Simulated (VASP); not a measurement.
Runs of VASP 6.6.1 on ZrB2. The structure is hexagonal, space group P6/mmm (No. 191). The conventional cell has a = 3.170 Å, b = 3.170 Å, c = 3.533 Å, α = 90.00°, β = 90.00°, γ = 120.00°. Zr (site symmetry 6/mmm) has 12 B at 2.54 Å and 8 Zr at 3.17 to 3.53 Å within 3.6 Å. Within 2.4 Å of B (site symmetry -6m2) lie 3 B at 1.83 Å. 

```tsv
level	potentials or basis	gap on the mesh (eV)	pressure (GPa)
BLYP	VASP PAW PBE potentials, release 64 (Zr_sv, B)	none	(a)
PBEsol	VASP PAW PBE potentials, release 64 (Zr_sv, B)	none	-3.7
LDA	VASP PAW LDA potentials, release 64 (Zr_sv, B)	none	-8.3
revPBE	VASP PAW PBE potentials, release 64 (Zr_sv, B)	none	3.6
```

Alike in all rows: task single point; no spin polarisation; cell as given; k mesh 10 × 10 × 8; cutoff (eV) 500; smearing fermi-dirac 0.05 eV.

Q: Estimate the missing entries.

A: (a) 7.7.

Caveats: the PAW data sets were made with another functional, which shifts forces and pressure a little (at least some runs); the cell stands under pressure (at least some runs); the cell stands under tension (at least some runs).

A k mesh can miss the band edges, and the runs leave out spin-orbit coupling on Zr.

A gap of «none» marks levels without a gap at the run's occupations.
